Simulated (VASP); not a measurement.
**MnSeS: single point with PBE**

MnSeS, a sheet with vacuum:

```
CELL_PARAMETERS angstrom
3.40267 0.00000 0.00000
-1.70134 2.94680 0.00000
0.00000 0.00000 28.98893
ATOMIC_POSITIONS crystal
Mn 0.00000 0.00000 0.28938
Se 0.66667 0.33333 0.34112
S 0.33333 0.66667 0.24604
```

```yaml
Program: VASP 6.6.1
Task: single point
Functional: PBE
Potentials_or_basis: VASP PAW PBE potentials, release 64 (Mn_pv, Se, S)
Cutoff: 520 eV
k_mesh: 18 × 18 × 1
Occupations: gaussian, width 0.2 eV
Spin: collinear spin, ferromagnetic start
Starting_moments: "[3.0, 0.0, 0.0] μB"
Dipole_correction: yes
Further_INCAR_settings: ALGO = Normal; EDIFF = 1e-07; NBANDS = 24
```

| Quantity | Value |
| --- | --- |
| Largest force | 0.020 eV/Å |
| Net moment | 2.85 μB per cell |
| Site moments | Mn +2.85; Se -0.07; S -0.03 μB |
| Valence electrons inside the program's atomic spheres | Mn 11.62; Se 3.82; S 3.69 |

Forces on the atoms (eV/Å):
```
Mn   0.000  0.000 -0.020
Se   0.000  0.000  0.020
S    0.000  0.000  0.000
```

Levels at points of the mesh, in eV from the Fermi level:
Spin up:
```
           k point  band 10  band 11  band 12  band 13  band 14  band 15  band 16  band 17  band 18  band 19
(0.00, 0.00, 0.00)    -2.69    -2.08    -1.25     0.19     0.19     2.05     2.05     4.50     5.10     5.34
(0.50, 0.00, 0.00)    -2.56    -2.35    -2.14    -1.89    -1.73     1.35     1.64     5.09     6.11     7.07
```
Spin down:
```tsv
k point	band 9	band 10	band 11	band 12	band 13	band 14
(0.00, 0.00, 0.00)	-1.55	0.02	0.02	0.25	0.25	0.83
(0.50, 0.00, 0.00)	-2.83	-2.24	-1.66	-0.06	0.84	1.13
```

Run time: 39 min on 1 thread of Intel Xeon 8259CL, on a shared host, peak memory 0.84 GiB.

Caveat: semilocal functionals often make such compounds metallic where correlation or magnetic order opens a gap, which also shifts bond lengths. With open d or f shells a metallic result of PBE can be an artefact of self-interaction; +U or a hybrid may open a gap.
